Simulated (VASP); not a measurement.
# PbS (P1) in VASP: single point with PBE

Aim: the single point of PbS with PBE.

All numbers are computed with VASP 6.6.1; they aren't measurements. Logs are shortened: lines on timing, memory, paths and dates and some standing lists are left out, and cuts for length are marked.

### 1 The cell of the first run

The typed cell holds 16 atoms: a = 8.228 Å, b = 8.233 Å, c = 8.607 Å, α = 76.18°, β = 61.45°, γ = 60.02°.

### 2 Single point, PBE (dynamics (nvt langevin) at 200 K, volume x 1.0, from the last frame before)

File INCAR:

```
  ALGO = Normal
  EDIFF = 1E-6
  ENCUT = 520
  GGA = PE
  ISIF = 2
  ISMEAR = -1
  LASPH = True
  LCHARG = False
  LREAL = Auto
  LWAVE = False
  NBANDS = 94
  NELM = 80
  PREC = Accurate
  SIGMA = 0.02
```

File KPOINTS:

```
Automatic mesh
0
Gamma
  2 2 2
  0.5 0.5 0.5
```

File POSCAR:

```
PbS
1.0
    8.2277673600      0.0000000000      0.0000000000
    4.1138836800      7.1316585300      0.0000000000
    4.1138836800      0.0000000000      7.5599447400
Pb S
8 8
Direct
    0.7514477631      0.5123796919      0.4861535536
    0.7470475966      1.0013667887      0.4857178361
    0.2599729253      0.5059049006      0.4836024767
    0.2617541087      0.9951063936      0.4864843761
    0.0100709667      0.4974245451      0.9855931831
    0.0052228422      0.0043782242      0.9883797114
    0.5086610572      0.4966937193      0.9920462725
    0.5180644069      0.0071906135      0.9763198348
    0.9897629258      0.8258087477      0.6928554613
    0.9677863760      0.3341678503      0.7106263584
    0.4983453822      0.8339779555      0.6834339638
    0.4648081990      0.3290585199      0.6989589450
    0.0707393468      0.1720476373      0.1965106957
    0.0681889599      0.6638044965      0.1945639883
    0.5850614083      0.1626306132      0.1882638100
    0.5602696430      0.6728680264      0.1951024843
```

Potentials or basis: VASP PAW PBE potentials, release 64 (Pb_d, S).

Started as:

```sh
cat potpaw_PBE.64/Pb_d/POTCAR potpaw_PBE.64/S/POTCAR > POTCAR
mpirun -np 1 vasp_std > vasp.out
```

OUTCAR:

```text
EDIFF = 1E-6
   ENCUT = 520
   GGA = PE
   ISIF = 2
   ISMEAR = -1
   LASPH = True
   LREAL = Auto
   NELM = 80
   PREC = Accurate

 ion  position               nearest neighbor table
   1  0.751  0.512  0.486-  11 2.74  10 2.89  12 3.05  14 3.19  16 3.26  13 3.27   5 3.79   7 3.83
                             4 4.00   2 4.01   3 4.08
   2  0.747  0.001  0.486-  11 2.71  12 2.84   9 2.92  15 3.16  14 3.26  13 3.32   8 3.71   6 3.76
                             1 4.01   4 4.02   3 4.09
   3  0.260  0.506  0.484-  12 2.76   9 2.78  10 3.03  16 3.17  14 3.24  15 3.31   7 3.72   5 3.80
                             4 4.04   1 4.08   2 4.09
   4  0.262  0.995  0.486-  11 2.81   9 2.87  10 2.95  16 3.18  13 3.25  15 3.32   6 3.79   8 3.86
                             1 4.00   2 4.02   3 4.04
   5  0.010  0.497  0.986-  13 2.82  14 2.83  16 2.93  12 3.10  10 3.21   9 3.22   1 3.79   3 3.80
                             6 4.07   8 4.09   7 4.10   7 4.13
   6  0.005  0.004  0.988-  15 2.74  13 2.87  14 2.89  10 3.15   9 3.31  11 3.35   2 3.76   4 3.79
                             8 4.05   7 4.06   5 4.07
   7  0.509  0.497  0.992-  16 2.81  15 2.81  14 2.86  10 3.11  11 3.35  12 3.38   3 3.72   1 3.83
                             8 4.03   6 4.06   5 4.10   5 4.13
   8  0.518  0.007  0.976-  15 2.84  16 2.90  13 2.92  12 3.12   9 3.18  11 3.28   2 3.71   4 3.86
                             7 4.03   6 4.05   5 4.09
   9  0.990  0.826  0.693-   3 2.78   4 2.87   2 2.92   8 3.18   5 3.22   6 3.31
  10  0.968  0.334  0.711-   1 2.89   4 2.95   3 3.03   7 3.11   6 3.15   5 3.21
  11  0.498  0.834  0.683-   2 2.71   1 2.74   4 2.81   8 3.28   6 3.35   7 3.35
  12  0.465  0.329  0.699-   3 2.76   2 2.84   1 3.05   5 3.10   8 3.12   7 3.38
  13  0.071  0.172  0.197-   5 2.82   6 2.87   8 2.92   4 3.25   1 3.27   2 3.32
  14  0.068  0.664  0.195-   5 2.83   7 2.86   6 2.89   1 3.19   3 3.24   2 3.26
  15  0.585  0.163  0.188-   6 2.74   7 2.81   8 2.84   2 3.16   3 3.31   4 3.32
  16  0.560  0.673  0.195-   7 2.81   8 2.90   5 2.93   3 3.17   4 3.18   1 3.26

  LATTYP: Found a face centered orthorhombic cell.
 ALAT       =     8.2277673600
 B/A-ratio  =     1.7335586236
 C/A-ratio  =     1.8376661394

  Lattice vectors:

 A1 = (   0.0000000000,   7.1316585300,   7.5599447400)
 A2 = (   4.1138836800,   0.0000000000,   7.5599447400)
 A3 = (   4.1138836800,   7.1316585300,   0.0000000000)

Analysis of symmetry for initial positions (statically):
=====================================================================
 Subroutine PRICEL returns:
 Original cell was already a primitive cell.

 Routine SETGRP: Setting up the symmetry group for a
 face centered orthorhombic supercell.

 Subroutine GETGRP returns: Found  1 space group operations
 (whereof  1 operations were pure point group operations)
 out of a pool of  8 trial point group operations.

The static configuration has the point symmetry C_1 .

Analysis of symmetry for dynamics (positions and initial velocities):
=====================================================================
 Subroutine PRICEL returns:
 Original cell was already a primitive cell.

 Routine SETGRP: Setting up the symmetry group for a
 face centered orthorhombic supercell.

 Subroutine GETGRP returns: Found  1 space group operations
 (whereof  1 operations were pure point group operations)
 out of a pool of  8 trial point group operations.

The dynamic configuration has the point symmetry C_1 .

 Subroutine INISYM returns: Found  1 space group operations
 (whereof  1 operations are pure point group operations),
 and found     1 'primitive' translations

----------------------------------------------------------------------------------------

                                     Primitive cell

  volume of cell :     443.5996

  direct lattice vectors                    reciprocal lattice vectors
     8.227767360  0.000000000  0.000000000     0.121539654 -0.070109919 -0.066138050
     4.113883680  7.131658530  0.000000000     0.000000000  0.140219837  0.000000000
     4.113883680  0.000000000  7.559944740     0.000000000  0.000000000  0.132276099

  length of vectors
     8.227767360  8.233139882  8.606788217     0.155117793  0.140219837  0.132276099

  position of ions in fractional coordinates (direct lattice)
     0.751447763  0.512379692  0.486153554
     0.747047597  0.001366789  0.485717836
     0.259972925  0.505904901  0.483602477
     0.261754109  0.995106394  0.486484376
     0.010070967  0.497424545  0.985593183
     0.005222842  0.004378224  0.988379711
[... 8 lines left out ...]
     0.585061408  0.162630613  0.188263810
     0.560269643  0.672868026  0.195102484

  ion indices of the primitive-cell ions
   primitive index   ion index
                 1           1
                 2           2
                 3           3
                 4           4
                 5           5
                 6           6
[... 8 lines left out ...]
                15          15
                16          16

----------------------------------------------------------------------------------------

 KPOINTS: Automatic mesh

Automatic generation of k-mesh.
 Grid dimensions read from file:
 generate k-points for:    2    2    2

 Generating k-lattice:

  Cartesian coordinates                     Fractional coordinates (reciprocal lattice)
     0.060769827 -0.035054959 -0.033069025     0.500000000  0.000000000  0.000000000
     0.000000000  0.070109919  0.000000000     0.000000000  0.500000000  0.000000000
     0.000000000  0.000000000  0.066138050     0.000000000  0.000000000  0.500000000

  Length of vectors
     0.077558897  0.070109919  0.066138050

  Shift w.r.t. Gamma in fractional coordinates (k-lattice)
     0.500000000  0.500000000  0.500000000

 Subroutine IBZKPT returns following result:
 ===========================================

 Found     16 irreducible k-points:

 Following reciprocal coordinates:
            Coordinates               Weight
  0.250000  0.250000  0.250000      2.000000
  0.250000  0.000000  0.000000      2.000000
 -0.250000 -0.000000 -0.250000      2.000000
 -0.250000 -0.250000 -0.000000      2.000000
 -0.250000  0.250000  0.250000      2.000000
 -0.250000  0.500000  0.500000      2.000000
[... 8 lines left out ...]
  0.250000  0.000000 -0.250000      2.000000
  0.250000  0.250000  0.500000      2.000000
   k-points           NKPTS =     16   k-points in BZ     NKDIM =     16   number of bands    NBANDS=     94
   number of dos      NEDOS =    301   number of ions     NIONS =     16
   total plane-waves  NPLWV = 262144
   dimension x,y,z NGX =    64 NGY =   64 NGZ =   64
   dimension x,y,z NGXF=   128 NGYF=  128 NGZF=  128
   ions per type =               8   8
   NGX,Y,Z   is equivalent  to a cutoff of  12.93, 12.92, 12.36 a.u.
   NGXF,Y,Z  is equivalent  to a cutoff of  25.86, 25.85, 24.72 a.u.
 SYSTEM =  unknown system
   PREC   = accura    normal or accurate (medium, high low for compatibility)
   ISTART =      0    job   : 0-new  1-cont  2-samecut
   ICHARG =      2    charge: 1-file 2-atom 10-const
   ISPIN  =      1    spin polarized calculation?
   LNONCOLLINEAR =      F non collinear calculations
   LSORBIT =      F    spin-orbit coupling
   LASPH  =      T    aspherical Exc in radial PAW
   ENCUT  =  520.0 eV  38.22 Ry    6.18 a.u.  15.30 15.31 16.00*2*pi/ulx,y,z
   NELM   =     80;   NELMIN=  2; NELMDL= -5     # of ELM steps
   EDIFF  = 0.1E-05   stopping-criterion for ELM
   LREAL  =      T    real-space projection
   EDIFFG = 0.1E-04   stopping-criterion for IOM
   NSW    =      0    number of steps for IOM
   IBRION =     -1    ionic relax: 0-MD 1-quasi-New 2-CG
   NFREE  =      0    steps in history (QN), initial steepest desc. (CG)
   ISIF   =      2    stress and relaxation
   ISYM   =      2    0-nonsym 1-usesym 2-fastsym
   POTIM  = 0.5000    time-step for ionic-motion
   TEBEG  =    0.0;   TEEND  =   0.0 temperature during run
   PSTRESS=    0.0 pullay stress
   NELECT =     160.0000    total number of electrons
   NUPDOWN=      -1.0000    fix difference up-down
   EMIN   =  10.00;   EMAX   =-10.00  energy-range for DOS
   EFERMI =   0.00;   METHOD = LEGACY
   ISMEAR =    -1;   SIGMA  =   0.02  broadening in eV -4-tet -1-fermi 0-gaus
   EFERMI_NEDOS =   21; number of points for ismear=-14 and -15
   IALGO  =     38    algorithm
   IMIX   =      4    mixing-type and parameters
     AMIX     =   0.40;   BMIX     =  1.00
     AMIX_MAG =   1.60;   BMIX_MAG =  1.00
  volume/ion in A,a.u.               =      27.72       187.10
  Fermi-wavevector in a.u.,A,eV,Ry     =   1.165336  2.202165 18.476815  1.358008
  Thomas-Fermi vector in A             =   2.301863
   LORBIT       =      0    0 simple, 1 ext, 2 COOP (PROOUT), +10 PAW based schemes
   GGA     = PE    functional components
   LHFCALC =     F    Hartree Fock is set to
   AEXX    =    0.0000 exact exchange contribution
   IVDW    =     0    specifies the selected vdW correction
   LEPSILON=     F    determine dielectric tensor
   LRPA    =     F    only Hartree local field effects (RPA)
 non-spin polarized calculation
  energy-cutoff  :      520.00
  volume of cell :      443.60
 maximum number of plane-waves:     11954
 NGX is ok and might be reduce to    64
   NGX = 31   NGY = 31   NGZ = 31

 number of electron     160.0000000 magnetization

 Free energy of the ion-electron system (eV)
  ---------------------------------------------------
  ext. energy  EPLUGINS =         0.00000000
  ---------------------------------------------------
  free energy    TOTEN  =       -69.04611162 eV

  energy without entropy =      -69.04611162  energy(sigma->0) =      -69.04611162

 E-fermi :   5.3512     XC(G=0):  -9.3572

 val. band max:        4.8780424295   @ k =  -0.2500   0.5000   0.5000
 cond. band min:       5.9599953619   @ k =   0.2500   0.2500   0.5000
 fundamental gap:      1.0819529324
 Fermi energy:         5.3512344566

 k-point     1 :       0.2500    0.2500    0.2500
  band No.  band energies     occupation
      1     -11.8355      2.00000
      2     -11.8192      2.00000
      3     -11.7987      2.00000
      4     -11.7896      2.00000
      5     -11.7814      2.00000
      6     -11.7697      2.00000
[... 84 lines left out ...]
     91       8.4439      0.00000
     92       8.4732      0.00000

 k-point     2 :       0.2500    0.0000    0.0000
  band No.  band energies     occupation
      1     -11.8373      2.00000
      2     -11.8203      2.00000
      3     -11.7954      2.00000
      4     -11.7907      2.00000
      5     -11.7817      2.00000
      6     -11.7700      2.00000
[... 1319 lines left out ...]
     91       8.2074      0.00000
     92       8.4333      0.00000

 k-point    16 :       0.2500    0.2500    0.5000
  band No.  band energies     occupation
      1     -11.8451      2.00000
      2     -11.8132      2.00000
      3     -11.7994      2.00000
      4     -11.7907      2.00000
      5     -11.7798      2.00000
      6     -11.7693      2.00000
[... 84 lines left out ...]
     91       8.3036      0.00000
     92       8.4152      0.00000
 [bands above 92 left out]

------------------------ aborting loop because EDIFF is reached ----------------------------------------

  FORCE on cell =-STRESS in cart. coord.  units (eV):
  Direction    XX          YY          ZZ          XY          YZ          ZX
  --------------------------------------------------------------------------------------
  -------------------------------------------------------------------------------------
  Total        2.6060152      3.4441735      2.2229311     -0.4858881      0.4465170      0.3303845
  in kB        9.4123130     12.4395434      8.0287034     -1.7549132      1.6127144      1.1932709
  external PRESSURE =       9.9601866 kB  Pullay stress =       0.0000000 kB

 VOLUME and BASIS-vectors are now :
 -----------------------------------------------------------------------------
  energy-cutoff  :      520.00
  volume of cell :      443.60
      direct lattice vectors                 reciprocal lattice vectors
     8.227767360  0.000000000  0.000000000     0.121539654 -0.070109919 -0.066138050
     4.113883680  7.131658530  0.000000000     0.000000000  0.140219837  0.000000000
     4.113883680  0.000000000  7.559944740     0.000000000  0.000000000  0.132276099

 POSITION                                       TOTAL-FORCE (eV/Angst)
 -----------------------------------------------------------------------------------
     10.29059      3.65412      3.67529         0.061917     -0.536068     -0.096185
      8.15034      0.00975      3.67200         0.489465      0.113742     -0.277656
      6.20971      3.60794      3.65601        -0.356913     -0.085662      0.036398
      8.24874      7.09676      3.67780        -0.329062      0.303853     -0.014185
      6.18382      3.54746      7.45103        -0.083729     -0.014769     -0.076166
      4.12706      0.03122      7.47210         0.324281     -0.110902     -0.144251
[... 8 lines left out ...]
      6.25729      1.15983      1.42326        -0.237421      0.073967      0.222379
      8.18050      4.79867      1.47496         0.047773      0.023148      0.146435
 -----------------------------------------------------------------------------------
    total drift:                                0.006331      0.003994     -0.006485

  FREE ENERGIE OF THE ION-ELECTRON SYSTEM (eV)
  ---------------------------------------------------
  free  energy   TOTEN  =       -69.0461116231 eV

  energy  without entropy=      -69.0461116231  energy(sigma->0) =      -69.04611162
```

It took 19 min on 1 thread of Intel Xeon Platinum 8488C (Sapphire Rapids), shared host; peak memory 0.77 GiB.

Results:

```yaml
Free_energy: -69.0461 eV
Pressure: 1.0 GPa
Largest_force: 0.574 eV/Å
Band_gap_on_the_k_mesh: 1.08 eV
```

Forces on the atoms (eV/Å):
```
Pb   0.062 -0.536 -0.096
Pb   0.489  0.114 -0.278
Pb  -0.357 -0.086  0.036
Pb  -0.329  0.304 -0.014
Pb  -0.084 -0.015 -0.076
Pb   0.324 -0.111 -0.144
Pb  -0.005  0.126 -0.234
Pb  -0.280 -0.065  0.187
S    0.096  0.208 -0.046
S    0.080 -0.021 -0.380
S   -0.215 -0.012  0.489
S    0.413  0.076  0.064
S    0.071 -0.157 -0.135
S   -0.077  0.077  0.258
S   -0.237  0.074  0.222
S    0.048  0.023  0.146
```

Levels at points of the mesh, in eV from the valence-band top:
| k point | band 77 | band 78 | band 79 | band 80 | band 81 | band 82 | band 83 | band 84 |
| --- | --- | --- | --- | --- | --- | --- | --- | --- |
| (0.25, 0.25, 0.25) | -1.22 | -1.10 | -0.45 | -0.05 | 1.46 | 1.60 | 1.83 | 2.12 |

Caveat: spin-orbit coupling is left out, which moves the levels of the heavy elements. A k mesh can miss the band edges.
